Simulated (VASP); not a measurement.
# Ag (Pm-3m) in VASP: further runs, part 2 of 2

VASP 6.6.1.

## 3. Single point, PBE

This run uses another cell than the first one, of 15.52 Å³/atom, 0.941 times its volume.

INCAR

```
  PREC = Accurate
  ENCUT = 520
  EDIFF = 1E-6
  ISMEAR = 0
  SIGMA = 0.05
  LREAL = F
  LASPH = T
  NELM = 60
  ALGO = Normal
  ISIF = 2
  LWAVE = F
  LCHARG = T
  GGA = PE
  LELF = T
  LVHAR = T
  NBANDS = 12
```

KPOINTS

```
Automatic mesh
0
Gamma
  9 9 9
```

POSCAR

```
Ag
1.0
    2.4945548824      0.0000000000      0.0000000000
    0.0000000000      2.4945548824      0.0000000000
    0.0000000000      0.0000000000      2.4945548824
Ag
1
Direct
    0.0000000000      0.0000000000      0.0000000000
```

Potentials or basis: VASP PAW PBE potentials, release 64 (Ag).

Launch:

```
$ cat potpaw_PBE.64/Ag/POTCAR > POTCAR
$ mpirun -np 1 vasp_std > vasp.out
```

OUTCAR:

```text
PREC = Accurate
   ENCUT = 520
   EDIFF = 1E-6
   ISMEAR = 0
   LREAL = F
   LASPH = T
   NELM = 60
   ISIF = 2
   GGA = PE

 ion  position               nearest neighbor table
   1  0.000  0.000  0.000-

  LATTYP: Found a simple cubic cell.
 ALAT       =     2.4945548824

  Lattice vectors:

 A1 = (   2.4945548824,   0.0000000000,   0.0000000000)
 A2 = (   0.0000000000,   2.4945548824,   0.0000000000)
 A3 = (   0.0000000000,   0.0000000000,   2.4945548824)

Analysis of symmetry for initial positions (statically):
=====================================================================
 Subroutine PRICEL returns:
 Original cell was already a primitive cell.

 Routine SETGRP: Setting up the symmetry group for a
 simple cubic supercell.

 Subroutine GETGRP returns: Found 48 space group operations
 (whereof 48 operations were pure point group operations)
 out of a pool of 48 trial point group operations.

The static configuration has the point symmetry O_h .

Analysis of symmetry for dynamics (positions and initial velocities):
=====================================================================
 Subroutine PRICEL returns:
[... 160 lines left out ...]
 fundamental gap:      0.5274801661
 Fermi energy:         9.5107515383

 k-point     1 :       0.0000    0.0000    0.0000
  band No.  band energies     occupation
      1       1.4402      2.00000
      2       2.3054      2.00000
      3       2.3054      2.00000
      4       6.9984      2.00000
      5       6.9984      2.00000
      6       6.9984      2.00000
      7      25.8651      0.00000
      8      25.8651      0.00000
      9      25.8651      0.00000
     10      32.5156      0.00000
     11      32.5156      0.00000
     12      33.0667      0.00000
[... 331 lines left out ...]
 k-point    24 :       0.4444    0.3333    0.1111
  band No.  band energies     occupation
      1       2.8244      2.00000
      2       3.8009      2.00000
      3       5.2152      2.00000
      4       5.5753      2.00000
      5       6.7170      2.00000
      6      11.8801      0.00000
      7      15.0278      0.00000
      8      22.1783      0.00000
      9      24.6144      0.00000
     10      30.0439      0.00000
     11      33.3116      0.00000
     12      35.3859      0.00000

 [... further k-points ...]
[... 5 lines left out ...]
  --------------------------------------------------------------------------------------
  -------------------------------------------------------------------------------------
  Total        4.3006772      4.3006772      4.3006772      0.0000000      0.0000000      0.0000000
  in kB      443.8827185    443.8827185    443.8827185      0.0000000      0.0000000      0.0000000
  external PRESSURE =     443.8827185 kB  Pullay stress =       0.0000000 kB

 VOLUME and BASIS-vectors are now :
 -----------------------------------------------------------------------------
  energy-cutoff  :      520.00
  volume of cell :       15.52
      direct lattice vectors                 reciprocal lattice vectors
     2.494554882  0.000000000  0.000000000     0.400873121  0.000000000  0.000000000
     0.000000000  2.494554882  0.000000000     0.000000000  0.400873121  0.000000000
     0.000000000  0.000000000  2.494554882     0.000000000  0.000000000  0.400873121

 POSITION                                       TOTAL-FORCE (eV/Angst)
 -----------------------------------------------------------------------------------
      0.00000      0.00000      0.00000         0.000000      0.000000      0.000000
 -----------------------------------------------------------------------------------
    total drift:                                0.000000      0.000000      0.000000

  FREE ENERGIE OF THE ION-ELECTRON SYSTEM (eV)
  ---------------------------------------------------
  free  energy   TOTEN  =        -1.8626770219 eV

  energy  without entropy=       -1.8625603405  energy(sigma->0) =       -1.86261868
```

It took 4.6 s on 1 thread of Intel Xeon Platinum 8488C (Sapphire Rapids), shared host; peak memory 0.12 GiB.

Results:

```yaml
Free_energy: -1.8627 eV
Pressure: 44.4 GPa
```

## 4. Single point, PBE

This run uses another cell than the first one, of 17.94 Å³/atom, 1.088 times its volume.

INCAR

```
SYSTEM = Ag
PREC = Accurate
ENCUT = 520
EDIFF = 1E-6
ISMEAR = 0
SIGMA = 0.05
LREAL = .FALSE.
LASPH = .TRUE.
NELM = 60
ALGO = Normal
ISIF = 2
LWAVE = .FALSE.
LCHARG = .FALSE.
GGA = PE
NBANDS = 12
```

KPOINTS

```
Automatic mesh
0
G
  9 9 9
  0 0 0
```

POSCAR

```
Ag
1.0
    2.6178645723      0.0000000000      0.0000000000
    0.0000000000      2.6178645723      0.0000000000
    0.0000000000      0.0000000000      2.6178645723
Ag
1
Direct
    0.0000000000      0.0000000000      0.0000000000
```

Launch:

```
$ cat potpaw_PBE.64/Ag/POTCAR > POTCAR
$ mpirun -np 1 vasp_std > vasp.out
```

Wall time 4.4 s (1 thread of Intel Xeon Platinum 8488C (Sapphire Rapids), shared host); peak memory 0.12 GiB.

The run converged. Its results:

```
Free energy : -2.2804 eV
Pressure    : 14.7 GPa
```

Levels at points of the mesh, in eV from the Fermi level:
```tsv
k point	band 4	band 5	band 6	band 7	band 8	band 9
(0.00, 0.00, 0.00)	-2.53	-2.53	-2.53	15.27	15.27	15.27
```

## 5. Single point, PBE

This run uses another cell than the first one, of 20.74 Å³/atom, 1.257 times its volume.

INCAR

```
SYSTEM = Ag
ALGO = Normal
EDIFF = 1E-6
ENCUT = 520
GGA = PE
ISIF = 2
ISMEAR = 0
LASPH = .True.
LCHARG = .False.
LREAL = .False.
LWAVE = .False.
NBANDS = 12
NELM = 60
PREC = Accurate
SIGMA = 0.05
```

KPOINTS

```
k-points
0
Gamma
  9 9 9
  0 0 0
```

POSCAR

```
Ag
1.0
    2.7474580767      0.0000000000      0.0000000000
    0.0000000000      2.7474580767      0.0000000000
    0.0000000000      0.0000000000      2.7474580767
Ag
1
Direct
    0.0000000000      0.0000000000      0.0000000000
```

Launch:

```
$ cat potpaw_PBE.64/Ag/POTCAR > POTCAR
$ mpirun -np 1 vasp_std > vasp.out
```

It took 4.6 s on 1 thread of Intel Xeon Platinum 8488C (Sapphire Rapids), shared host; peak memory 0.12 GiB.

It converged, with:

```yaml
Free_energy: -2.3905 eV
Pressure: -0.1 GPa
```

Levels at points of the mesh, in eV from the Fermi level:
```csv
k point,band 3,band 4,band 5,band 6,band 7,band 8,band 9,band 10
"(0.00, 0.00, 0.00)",-5.53,-2.62,-2.62,-2.62,14.12,14.12,14.12,19.18
```

## 6. Relaxation of cell and atoms, PBE

This run uses another cell than the first one, of 18.82 Å³/atom, 1.141 times its volume.

INCAR

```
PREC = Accurate
ENCUT = 600
EDIFF = 1E-6
ISMEAR = 0
SIGMA = 0.05
LREAL = False
LASPH = True
NELM = 60
ALGO = Normal
ISIF = 3
LWAVE = False
LCHARG = False
GGA = PE
IBRION = 2
NSW = 80
EDIFFG = -0.03
```

KPOINTS

```
Automatic mesh
0
Gamma
  9 9 9
```

POSCAR

```
Ag
1.0
    2.6600000000      0.0000000000      0.0000000000
    0.0000000000      2.6600000000      0.0000000000
    0.0000000000      0.0000000000      2.6600000000
Ag
1
Direct
    0.0000000000      0.0000000000      0.0000000000
```

Potentials or basis: VASP PAW PBE potentials, release 64 (Ag).

Launch:

```
$ cat potpaw_PBE.64/Ag/POTCAR > POTCAR
$ mpirun -np 1 vasp_std > vasp.out
```

Wall time 14 s (1 thread of Intel Xeon Platinum 8488C (Sapphire Rapids), shared host); peak memory 0.14 GiB.

It converged, with:

| Item | Value |
| --- | --- |
| Free energy | -2.3892 eV |
| Relaxed volume | 20.70 Å³/atom |
| Relaxed cell | a = 2.746 Å, b = 2.746 Å, c = 2.746 Å, α = 90.00°, β = 90.00°, γ = 90.00° |
| Space group after relaxing (to 0.05 Å) | Pm-3m (No. 221) |
| Energy gained by relaxing | 45.2 meV/atom |
| Ionic steps | 3 |
| Pressure after relaxing | 0.0 GPa |

The path:
| step | energy change (eV) | largest force (eV/Å) | pressure (GPa) | volume (Å³) |
| --- | --- | --- | --- | --- |
| 1 | 0.0000 | 0.0000 | 8.56 | 18.82 |
| 2 | -0.0361 | 0.0000 | -2.75 | 21.69 |
| 3 | -0.0452 | 0.0000 | 0.04 | 20.70 |

Final structure:
```
CELL_PARAMETERS angstrom
2.74560 0.00000 0.00000
0.00000 2.74560 0.00000
0.00000 0.00000 2.74560
ATOMIC_POSITIONS crystal
Ag 0.00000 0.00000 0.00000
```

Levels at points of the mesh, in eV from the Fermi level:
```
           k point  band 3  band 4  band 5  band 6  band 7  band 8  band 9
(0.00, 0.00, 0.00)   -5.53   -2.62   -2.62   -2.62   14.13   14.13   14.13
```

## 7. Summary

```tsv
task	cell	cutoff (eV)	gap on the mesh (eV)	pressure (GPa)
single point	a = 2.546 Å, 1 atom	520	none	29.5
single point	a = 2.495 Å, 1 atom	520	none	44.4
single point	a = 2.618 Å, 1 atom	520	none	14.7
single point	a = 2.747 Å, 1 atom	520	none	-0.1
relaxation of cell and atoms	relaxed from a = 2.660 Å, 1 atom	600	none	0.0
```

Alike in all rows: level PBE; potentials or basis VASP PAW PBE potentials, release 64 (Ag); no spin polarisation; k mesh 9 × 9 × 9; smearing gaussian 0.05 eV.

Absolute energies hang on the potentials; compare differences alone.
